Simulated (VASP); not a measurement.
Here is a VASP 6.6.1 calculation.

The input INCAR:

```
SYSTEM = AlN
ALGO = Normal
EDIFF = 1E-6
ENCUT = 600
GGA = PE
GGA_COMPAT = .False.
ISIF = 2
ISMEAR = 0
LASPH = .True.
LCHARG = .True.
LELF = .True.
LREAL = .False.
LVHAR = .True.
LWAVE = .False.
NBANDS = 11
NELM = 120
PREC = Accurate
SIGMA = 0.01
```

KPOINTS

```
k-points
0
Gamma
  10 10 10
  0 0 0
```

Contents of POSCAR:

```
AlN
1.0
    0.0000000000      1.9690000000      1.9690000000
    1.9690000000      0.0000000000      1.9690000000
    1.9690000000      1.9690000000      0.0000000000
Al N
1 1
Direct
    0.0000000000      0.0000000000      0.0000000000
    0.5000000000      0.5000000000      0.5000000000
```

Potentials or basis: VASP PAW PBE potentials, release 64 (Al, N).

Launch:

```sh
$ cat potpaw_PBE.64/Al/POTCAR potpaw_PBE.64/N/POTCAR > POTCAR
$ mpirun -np 1 vasp_std > vasp.out
```

(1) Estimate the band gap on the k mesh.

(2) What does it give for the pressure?

## Answers

(1) 5.16 eV (least direct gap 6.87 eV).

(2) 30.0 GPa.

Caveat: the cell stands under pressure.
